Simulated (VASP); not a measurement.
# GaN: single point with LDA

GaN:

```
CELL_PARAMETERS angstrom
0.00000 2.22051 2.22051
2.22051 0.00000 2.22051
2.22051 2.22051 0.00000
ATOMIC_POSITIONS crystal
Ga 0.00000 0.00000 0.00000
N 0.75000 0.75000 0.75000
```

- Program: VASP 6.6.1
- Task: single point
- Functional: LDA
- Potentials or basis: VASP PAW LDA potentials, release 64 (Ga_d, N)
- Cutoff: 520 eV
- k mesh: 10 × 10 × 10
- Occupations: gaussian, width 0.01 eV
- Spin: no spin polarisation

```
Pressure               : 3.2 GPa
Band gap on the k mesh : 2.04 eV, direct
```

Levels at points of the mesh, in eV from the valence-band top:
| k point | band 7 | band 8 | band 9 | band 10 | band 11 | band 12 |
| --- | --- | --- | --- | --- | --- | --- |
| (0.00, 0.00, 0.00) | 0.00 | 0.00 | 0.00 | 2.04 | 10.39 | 10.39 |
| (0.50, 0.00, 0.00) | -7.42 | -1.04 | -1.04 | 4.85 | 8.82 | 10.43 |
| (0.50, 0.50, 0.00) | -6.39 | -2.89 | -2.89 | 3.26 | 6.74 | 11.82 |

Run time: 7 s on 1 thread of Intel(R) Xeon(R) Platinum 8488C (Sapphire Rapids), with other jobs on the host, peak memory 0.13 GiB.
